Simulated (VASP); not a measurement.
Input of a VASP 6.6.1 run:

File INCAR:

```
ALGO = Fast
EDIFF = 1E-7
ENCUT = 520
GGA = PE
ISIF = 2
ISMEAR = 0
LASPH = T
LCHARG = T
LELF = T
LREAL = F
LVHAR = T
LWAVE = F
NBANDS = 12
NELM = 60
PREC = Accurate
SIGMA = 0.15
```

KPOINTS

```
k-points
0
Gamma
  28 28 28
```

The input POSCAR:

```
Ti
1.0
   -1.4219730157      1.4219730157      2.1329595236
    1.4219730157     -1.4219730157      2.1329595236
    1.4219730157      1.4219730157     -2.1329595236
Ti
1
Direct
    0.0000000000      0.0000000000      0.0000000000
```

Potentials or basis: VASP PAW PBE potentials, release 64 (Ti_sv).

The run is started by

```console
$ cat potpaw_PBE.64/Ti_sv/POTCAR > POTCAR
$ mpirun -np 1 vasp_std > vasp.out
```

What does it give for the band gap on the k mesh?

Zero (band 6 reaches 9.02 eV, above the bottom of band 7 at 7.72 eV).

What does it give for the pressure?

0.6 GPa.

Stress tensor (GPa, compression positive):
```
 1.22  0.00  0.00
 0.00  1.22  0.00
 0.00  0.00 -0.75
```
